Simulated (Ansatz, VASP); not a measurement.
## One calculation of RuBr2, two programs

Contents of INCAR:

```
PREC = Accurate
ENCUT = 520
EDIFF = 1E-7
ISMEAR = 0
SIGMA = 0.05
LREAL = F
LASPH = T
NELM = 60
ALGO = Normal
ISIF = 2
LWAVE = F
LCHARG = F
GGA = PS
NBANDS = 21
```

KPOINTS

```
regular mesh
0
Gamma
  10 10 6
```

POSCAR

```
RuBr2
1.0
    3.7242458787      0.0000000000      0.0000000000
   -1.8621229394      3.2252915409      0.0000000000
    0.0000000000      0.0000000000      5.7995567870
Ru Br
1 2
Direct
    0.0053702147      0.0000000000      0.0000000000
    0.3333333333      0.6666666667      0.2214045506
    0.6666666667      0.3333333333      0.7785954494
```

Input for Ansatz:

```yaml
crystal:
  lattice:
    - [3.7242458787, 0.0, 0.0]
    - [-1.8621229394, 3.2252915409, 0.0]
    - [0.0, 0.0, 5.799556787]
  atoms:
    - { symbol: Ru, position: [0.0053702147, 0.0, 0.0] }
    - { symbol: Br, position: [0.3333333333, 0.6666666667, 0.2214045506] }
    - { symbol: Br, position: [0.6666666667, 0.3333333333, 0.7785954494] }
basis:
  ecutwfc: 420
  ecutrho_ratio: 4
kpoints:
  mp_grid: { grid: [10, 10, 6] }
hamiltonian:
  xc: pbesol
scf:
  occupations: { method: gaussian, width: 0.05 }
output:
  forces: true
  stress: true
  eigenvalues: true
  write_density: true
  write_potential: true
  elf: true
  volumetric_format: npy
```

Alike in both runs: task single point; functional PBEsol; k mesh 10 × 10 × 6; occupations gaussian, width 0.05 eV; no spin polarisation.

|  | VASP | Ansatz |
| --- | --- | --- |
| version | VASP 6.6.1 | Ansatz 0.2.0 |
| potentials or method | VASP PAW PBE potentials, release 64 (Ru_pv, Br), cutoff 520 eV | scalar-relativistic, plane waves, PAW |
| valence electrons in the cell | 28 | 30 |

Ansatz gave:

- gap on the k mesh at the Fermi level (eV): 0.81
- least direct gap on the mesh (eV): 0.87
- pressure (GPa): 0.0
- rms of the force components (eV/Å): 0.101

Q: Estimate VASP's values.

A: gap on the k mesh at the Fermi level (eV): 0.81; least direct gap on the mesh (eV): 0.87; pressure (GPa): 0.1; rms of the force components (eV/Å): 0.102.

VASP's potentials were made for PBE, not for PBEsol. Atom by atom the forces differ by 0.006 eV/Å (rms over components). VASP's potentials hold 28 valence electrons a cell and Ansatz's 30, so a difference there can come from the potentials and not from the codes.
